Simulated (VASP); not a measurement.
Crystal: HfO2.

```
Hf O
1.0
     0.00000    2.55750    2.55750
     2.55750    0.00000    2.55750
     2.55750    2.55750    0.00000
Hf O
1 2
Direct
  0.00000 0.00000 0.00000
  0.75000 0.75000 0.75000
  0.25000 0.25000 0.25000
```

| Item | Value |
| --- | --- |
| Program | VASP 6.6.1 |
| Task | relaxation of cell and atoms |
| Functional | PBEsol |
| Potentials or basis | VASP PAW PBE potentials, release 64 (Hf_pv, O) |
| Cutoff | 600 eV |
| k mesh | 9 × 9 × 9 |
| Occupations | fermi-dirac, width 0.05 eV |
| Spin | no spin polarisation |

At the start: pressure -13.7 GPa; volume 11.15 Å³/atom.

Task: How do energy, volume and symmetry change on relaxing?

Result: Over 4 steps the energy falls by 28.0 meV/atom and the volume is 10.53 Å³/atom (-5.5 %); space group Fm-3m (No. 225, to 0.05 Å).

Step by step:
| step | energy change (eV) | largest force (eV/Å) | pressure (GPa) | volume (Å³) |
| --- | --- | --- | --- | --- |
| 1 | 0.0000 | 0.0000 | -13.75 | 33.46 |
| 2 | 0.1213 | 0.0000 | 27.65 | 29.03 |
| 3 | -0.0839 | 0.0000 | -0.37 | 31.64 |
| 4 | -0.0839 | 0.0000 | -0.02 | 31.60 |

Final structure:
```
Hf O
1.0
     0.00000    2.50931    2.50931
     2.50931    0.00000    2.50931
     2.50931    2.50931    0.00000
Hf O
1 2
Direct
  0.00000 0.00000 0.00000
  0.75000 0.75000 0.75000
  0.25000 0.25000 0.25000
```

Caveat: the PAW data sets were made with another functional, which shifts forces and pressure a little.
